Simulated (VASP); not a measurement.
Here is a VASP 6.6.1 calculation.

INCAR

```
  PREC = Accurate
  ENCUT = 520
  EDIFF = 1E-6
  ISMEAR = 0
  SIGMA = 0.1
  LREAL = F
  LASPH = T
  NELM = 80
  ALGO = Normal
  ISIF = 2
  LWAVE = F
  LCHARG = F
  GGA = PE
  NBANDS = 34
```

KPOINTS

```
regular mesh
0
Gamma
  12 12 14
```

The input POSCAR:

```
GaGeO4
1.0
    5.5595134780      0.0000000000      0.0000000000
   -2.7797567390      4.8146799046      0.0000000000
    0.0000000000      0.0000000000      2.7170481973
Ga Ge O
1 1 4
Direct
    0.0000000000      0.0000000000      0.0000000000
    0.3333333333      0.6666666667      0.0000000000
    0.6666666667      0.3333333333      0.0000000000
    0.4795709000      0.9591418001      0.5000000000
    0.0408581999      0.5204291000      0.5000000000
    0.4795709000      0.5204291000      0.5000000000
```

Potentials or basis: VASP PAW PBE potentials, release 64 (Ga_d, Ge_d, O).

Command:

```console
$ cat potpaw_PBE.64/Ga_d/POTCAR potpaw_PBE.64/Ge_d/POTCAR potpaw_PBE.64/O/POTCAR > POTCAR
$ mpirun -np 1 vasp_std > vasp.out
```

Question: Predict the band gap on the k mesh.

Answer: Zero (an odd number of electrons rules out a gap without spin polarisation).

Question: Predict the largest force.

Answer: 0.059 eV/Å.

Question: What does it give for the pressure?

Answer: 0.2 GPa.

Stress tensor (GPa, compression positive):
```
0.10 0.00 0.00
0.00 0.10 0.00
0.00 0.00 0.41
```

Caveat: an odd number of electrons without spin polarisation forces a metal; a magnetic or distorted state may lie lower.
